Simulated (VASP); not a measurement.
# Y: electric field gradients with PBE

Y:

```xyz
2
Lattice="3.6515 0.0000 0.0000 -1.8257 3.1623 0.0000 0.0000 0.0000 5.7474" Properties=species:S:1:pos:R:3 pbc="T T T"
Y     0.0000    2.1082    1.4368
Y     1.8257    1.0541    4.3106
```

```json
{"Program": "VASP 6.6.1", "Task": "electric field gradients", "Functional": "PBE", "Potentials or basis": "VASP PAW PBE potentials, release 64 (Y_sv)", "Cutoff": "520 eV", "k mesh": "12 × 12 × 7", "Occupations": "fermi-dirac, width 0.08 eV", "Spin": "no spin polarisation", "Dipole correction": "no", "Further INCAR settings": "ALGO = Normal; EDIFF = 1e-08; NBANDS = 18"}
```

| Property | Result |
| --- | --- |
| Pressure | -0.4 GPa |
| Band gap on the k mesh | zero (band 11 reaches 3.79 eV, above the bottom of band 12 at 2.51 eV) |

Stress tensor (GPa, compression positive):
```
-0.23  0.00  0.00
 0.00 -0.23  0.00
 0.00  0.00 -0.77
```

Levels at points of the mesh, in eV from the Fermi level:
```tsv
k point	band 8	band 9	band 10	band 11	band 12	band 13	band 14	band 15
(0.00, 0.00, 0.00)	-22.40	-4.67	-1.85	0.83	1.75	1.75	2.01	2.34
(0.50, 0.00, 0.00)	-22.49	-1.67	-1.16	-0.80	-0.11	1.37	1.48	2.03
```

Electric field gradients, principal values (V/Å²):
| atom | least | middle | greatest (by size) |
| --- | --- | --- | --- |
| 1 Y | -12.854 | -12.854 | 25.708 |
| 2 Y | -12.854 | -12.854 | 25.708 |

Run time: 44 s on 1 thread of Intel(R) Xeon(R) 6975P-C (Granite Rapids), with other jobs on the host, peak memory 0.24 GiB.

Caveat: without QUAD_EFG the Cq values of the log hold for a quadrupole moment of 1 mb, not for the nuclei.
